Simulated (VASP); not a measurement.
Wanted: the native input for a VASP 6.6.1 run.

```yaml
Task: single point
Functional: PBE
Dispersion: D4
Potentials_or_basis: VASP PAW PBE potentials, release 64 (Ni)
Cutoff: 520 eV
k_mesh: 13 × 13 × 13
Occupations: tetrahedron
Spin: collinear spin, ferromagnetic start
Starting_moments: "[1.0] μB"
Hubbard_terms: Ni d U = 3.5 eV
Dipole_correction: no
Further_INCAR_settings: ALGO = Normal; EDIFF = 1e-06; NBANDS = 15
```

The structure of Ni lies in POSCAR:

```
Ni
1.0
    0.0000000000      1.6977453719      1.6977453719
    1.6977453719      0.0000000000      1.6977453719
    1.6977453719      1.6977453719      0.0000000000
Ni
1
Direct
    0.0000000000      0.0000000000      0.0000000000
```

These files were run (other wordings do the same):

INCAR

```
PREC = Accurate ; ENCUT = 520
EDIFF = 1E-6 ; ISMEAR = -5
SIGMA = 0.05 ; LREAL = F
LASPH = T ; NELM = 150
ALGO = Normal ; ISIF = 2
LWAVE = F ; LCHARG = T
ISPIN = 2 ; MAGMOM = 1
LORBIT = 11 ; LMAXMIX = 4
LDAU = T ; LDAUTYPE = 2
LDAUL = 2 ; LDAUU = 3.5
LDAUJ = 0 ; LDAUPRINT = 1
GGA = PE ; IVDW = 13
LELF = T ; LVHAR = T
NBANDS = 15
```

KPOINTS

```
Automatic mesh
0
Gamma
  13 13 13
```

Potentials or basis: VASP PAW PBE potentials, release 64 (Ni).

Run with:

```console
$ cat potpaw_PBE.64/Ni/POTCAR > POTCAR
$ mpirun -np 1 vasp_std > vasp.out
```

Results of the run:

```yaml
Pressure: 8.3 GPa
Net_moment: 0.66 μB per cell
Site_moments: Ni +0.68 μB
Valence_electrons_inside_the_program's_atomic_spheres: Ni 9.59
Dispersion_energy_per_atom: -0.501 eV
```

Caveat: pairwise dispersion overbinds metals, which lowers pressure and volume; the U is typed as a test and isn't derived for this compound; tetrahedron occupations give inexact forces and stress in metals.

It took 16 s on 1 thread of Intel(R) Xeon(R) 6975P-C (Granite Rapids) (shared host), peak memory 0.13 GiB.
